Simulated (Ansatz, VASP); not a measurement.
## Nb in VASP and in Ansatz

```xyz
2
Lattice="0.0000 2.8297 2.8297 2.8297 0.0000 2.8297 2.8297 2.8297 0.0000" Properties=species:S:1:pos:R:3 pbc="T T T"
Nb   -0.6650   -0.7499   -0.7499
Nb    0.6650    0.7499    0.7499
```

Change from the starting cell: shortest bond scaled by 0.94, LAPW.

Alike in both runs: task single point; functional PBEsol; k mesh 9 × 9 × 9; occupations fermi-dirac, width 0.05 eV; no spin polarisation.

```csv
,VASP,Ansatz
version,VASP 6.6.1,Ansatz 0.2.0
potentials or method,"VASP PAW PBE potentials, release 64 (Nb_sv), cutoff 520 eV","all-electron LAPW, scalar-relativistic"
```

Ansatz gave:

| Property | Result |
| --- | --- |
| pressure (GPa) | 7.1 |
| traceless stress, the component that is largest in VASP (GPa) | -4.39 |
| rms of the force components (eV/Å) | 0.019 |

**Question.** What did VASP give for the same quantities?

**Answer.** Pressure (GPa): 7.2; traceless stress, the component that is largest in VASP (GPa): -4.45; rms of the force components (eV/Å): 0.012.

VASP's potentials were made for PBE, not for PBEsol. Atom by atom the forces differ by 0.008 eV/Å (rms over components). Ansatz ran all-electron here, and VASP with PAW potentials.
